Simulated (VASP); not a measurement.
Cl, 1 atom in the cell. Symmetry: Pmmm, No. 47, orthorhombic system. The conventional cell has a = 2.319 Å, b = 3.640 Å, c = 3.653 Å, α = 90.00°, β = 90.00°, γ = 90.00°. Within 3.1 Å of Cl (site symmetry mmm) lie 2 Cl at 2.32 Å. The cell was generated, and may not be a known phase.

```yaml
Program: VASP 6.6.1
Task: relaxation of cell and atoms
Functional: PBE
Potentials_or_basis: VASP PAW PBE potentials, release 64 (Cl)
Cutoff: 500 eV
k_mesh: 24 × 16 × 16
Occupations: gaussian, width 0.1 eV
Spin: no spin polarisation
Dipole_correction: no
Further_INCAR_settings: ALGO = Normal; EDIFF = 1e-07; IBRION = 2; EDIFFG = -0.01; NSW = 100; ISIF = 3
```

Potentials or basis: VASP PAW PBE potentials, release 64 (Cl).

Command:

```bash
$ cat potpaw_PBE.64/Cl/POTCAR > POTCAR
$ mpirun -np 1 vasp_std > vasp.out
```

Hardware: 1 thread of Oxide Virtual Turin-like Processor (shared host).

Problem. How long does it take, and how much memory?

Solution. Run time: 6.3 min on 1 thread of Oxide Virtual Turin-like Processor, on a shared host, peak memory 0.26 GiB. Counts: scf iterations 25, k points 1053, ion steps 3.
